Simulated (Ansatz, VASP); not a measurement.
## Two plane-wave programs on AlGaN2

File INCAR:

```
PREC = Accurate
ENCUT = 520
EDIFF = 1E-6
ISMEAR = 0
SIGMA = 0.05
LREAL = F
LASPH = T
NELM = 100
ALGO = Normal
ISIF = 2
LWAVE = F
LCHARG = F
GGA = CA
NBANDS = 21
```

The input KPOINTS:

```
regular mesh
0
Gamma
  8 8 6
```

Contents of POSCAR:

```
AlGaN2
1.0
    3.0937638930      0.0000000000      0.0000000000
    0.0000000000      3.0937638930      0.0000000000
    0.0000000000      0.0000000000      4.2911228018
Al Ga N
1 1 2
Direct
    0.5000000000      0.5000000000      0.5000000000
    0.0000000000      0.0000000000      0.0000000000
    0.5000000000      0.0000000000      0.7382648100
    0.0000000000      0.5000000000      0.2617351900
```

Input for Ansatz:

```yaml
crystal:
  lattice:
    - [3.093763893, 0.0, 0.0]
    - [0.0, 3.093763893, 0.0]
    - [0.0, 0.0, 4.2911228018]
  atoms:
    - { symbol: Al, position: [0.5, 0.5, 0.5] }
    - { symbol: Ga, position: [0.0, 0.0, 0.0] }
    - { symbol: "N", position: [0.5, 0.0, 0.73826481] }
    - { symbol: "N", position: [0.0, 0.5, 0.26173519] }
basis:
  ecutwfc: 420
kpoints:
  mp_grid: { grid: [8, 8, 6] }
hamiltonian:
  xc: lda
scf:
  occupations: { method: gaussian, width: 0.05 }
output:
  forces: true
  stress: true
  eigenvalues: true
```

Change from the starting cell: strain -0.015 along x and y, -0.030 along z, atoms carried along.

Alike in both runs: task single point; functional LDA; k mesh 8 × 8 × 6; occupations gaussian, width 0.05 eV; no spin polarisation.

|  | VASP | Ansatz |
| --- | --- | --- |
| version | VASP 6.6.1 | Ansatz 0.2.0 |
| potentials or method | VASP PAW LDA potentials, release 64 (Al, Ga_d, N), cutoff 520 eV | scalar-relativistic, plane waves, PAW |
| valence electrons in the cell | 26 | 26 |

Ansatz gave:

| Item | Value |
| --- | --- |
| gap on the k mesh at the Fermi level (eV) | 3.32 |
| least direct gap on the mesh (eV) | 3.33 |
| pressure (GPa) | 7.8 |
| traceless stress, the component that is largest in VASP (GPa) | 0.99 |
| rms of the force components (eV/Å) | 0.069 |

Problem. Estimate VASP's values.

Solution. gap on the k mesh at the Fermi level (eV): 3.30; least direct gap on the mesh (eV): 3.34; pressure (GPa): 8.8; traceless stress, the component that is largest in VASP (GPa): 0.99; rms of the force components (eV/Å): 0.057.

LDA's correlation is that of Perdew and Zunger in VASP and of Perdew and Wang (1992) in Ansatz. Atom by atom the forces differ by 0.011 eV/Å (rms over components).
